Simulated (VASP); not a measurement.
Write the native input for VASP 6.6.1 that does the following.

```
Task                   : single point
Functional             : PBE
Potentials or basis    : VASP PAW PBE potentials, release 64 (Ti_sv)
Cutoff                 : 520 eV
k mesh                 : 13 × 13 × 7
Occupations            : fermi-dirac, width 0.08 eV
Spin                   : no spin polarisation
Dipole correction      : no
Further INCAR settings : ALGO = Normal; EDIFF = 1e-06; NBANDS = 19
```

The structure of Ti lies in POSCAR:

```
Ti
1.0
    2.8909979032      0.0000000000      0.0000000000
   -1.4454989516      2.5036776264      0.0000000000
    0.0000000000      0.0000000000      4.6860000000
Ti
2
Direct
    0.3333333333      0.6666666667      0.2500000000
    0.6666666667      0.3333333333      0.7500000000
```

This cell differs from its parent crystal: equal xx and yy strain of -2 %.

The input as run:

INCAR

```
SYSTEM = Ti
PREC = Accurate
ENCUT = 520
EDIFF = 1E-6
ISMEAR = -1
SIGMA = 0.08
LREAL = .FALSE.
LASPH = .TRUE.
NELM = 100
ALGO = Normal
ISIF = 2
LWAVE = .FALSE.
LCHARG = .TRUE.
GGA = PE
LELF = .TRUE.
LVHAR = .TRUE.
NBANDS = 19
```

KPOINTS

```
regular mesh
0
G
  13 13 7
  0 0 0
```

Potentials or basis: VASP PAW PBE potentials, release 64 (Ti_sv).

Command:

```bash
$ cat potpaw_PBE.64/Ti_sv/POTCAR > POTCAR
$ mpirun -np 1 vasp_std > vasp.out
```

It gave:

The pressure is 2.7 GPa and the band gap on the k mesh is zero (band 12 reaches 9.35 eV, above the bottom of band 13 at 8.28 eV).

Caveat: the cell differs from its parent crystal (equal xx and yy strain of -2 %).

It took 69 s on 1 thread of Intel(R) Xeon(R) Platinum 8259CL CPU @ 2.50GHz (Skylake/Cascade Lake) (shared host), peak memory 0.18 GiB.
